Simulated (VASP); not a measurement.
Here is a VASP 6.6.1 calculation.

File POSCAR:

```
BiS
1.0
    2.1092708700      1.2177881000      3.5004874800
   -2.1092708700      1.2177881000      3.5004874800
    0.0000000000     -2.4355762100      3.5004874800
Bi S
1 1
Direct
    0.0000000000      0.0000000000      0.0000000000
    0.5000000000      0.5000000000      0.5000000000
```

File INCAR.step1:

```
SYSTEM = BiS
PREC = Accurate
ENCUT = 520
EDIFF = 1E-5
ISMEAR = -1
SIGMA = 0.05
LREAL = .FALSE.
LASPH = .TRUE.
NELM = 100
ALGO = Normal
ISIF = 2
LWAVE = .TRUE.
LCHARG = .FALSE.
NBANDS = 18
GGA = PE
```

File INCAR.step2:

```
SYSTEM = BiS
PREC = Accurate
ENCUT = 520
EDIFF = 1E-7
ISMEAR = -1
SIGMA = 0.05
LREAL = .FALSE.
LASPH = .TRUE.
NELM = 100
ALGO = Normal
ISIF = 2
LWAVE = .FALSE.
LCHARG = .FALSE.
GGA = PS
LHFCALC = .TRUE.
AEXX = 0.25
HFSCREEN = 0.207
PRECFOCK = Normal
NBANDS = 18
ISTART = 1
```

Contents of KPOINTS:

```
regular mesh
0
G
  4 4 4
  0 0 0
```

Potentials or basis: VASP PAW PBE potentials, release 64 (Bi_d, S).

Command:

```sh
$ cat potpaw_PBE.64/Bi_d/POTCAR potpaw_PBE.64/S/POTCAR > POTCAR
$ cp INCAR.step1 INCAR
$ mpirun -np 1 vasp_std > vasp.out
$ cp INCAR.step2 INCAR
$ mpirun -np 1 vasp_std > vasp.out
```

(1) What does it give for the pressure?

(2) What does it give for the band gap on the k mesh?

## Answers

(1) -5.2 GPa.

(2) zero (an odd number of electrons rules out a gap without spin polarisation).

Caveat: the k points lie up to 0.46 Å⁻¹ apart, too coarse for converged energies and pressures of a metal; the PAW data sets were made with another functional, which shifts forces and pressure a little; spin-orbit coupling is left out, which moves the levels of the heavy elements.
